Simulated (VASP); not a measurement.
**HgS: single point with BLYP**

The system is HgS.

```
Hg S
1.0
     0.00000    3.10922    3.10922
     3.10922    0.00000    3.10922
     3.10922    3.10922    0.00000
Hg S
1 1
Direct
  0.00000 0.00000 0.00000
  0.75000 0.75000 0.75000
```

This cell differs from its parent crystal: volume scaled by 1.04.

```
Program             : VASP 6.6.1
Task                : single point
Functional          : BLYP
Potentials or basis : VASP PAW PBE potentials, release 64 (Hg, S)
Cutoff              : 500 eV
k mesh              : 8 × 8 × 8
Occupations         : gaussian, width 0.05 eV
Spin                : no spin polarisation
```

The pressure is -1.2 GPa. The band gap on the k mesh is zero (filled and empty bands touch).

Levels at points of the mesh, in eV from the Fermi level:
```csv
k point,band 6,band 7,band 8,band 9,band 10,band 11,band 12,band 13
"(0.00, 0.00, 0.00)",-5.58,-0.77,-0.02,-0.02,-0.02,6.21,6.21,6.21
"(0.50, 0.00, 0.00)",-5.32,-4.34,-0.68,-0.68,1.43,6.50,6.82,6.82
"(0.50, 0.50, 0.00)",-5.30,-4.10,-1.64,-1.64,2.85,3.80,8.32,9.33
```

It took 41 s on 1 thread of Intel(R) Xeon(R) Platinum 8259CL CPU @ 2.50GHz (Skylake/Cascade Lake) (shared host), peak memory 0.18 GiB.

Caveat: the PAW data sets were made with another functional, which shifts forces and pressure a little; spin-orbit coupling is left out, which moves the levels of the heavy elements.
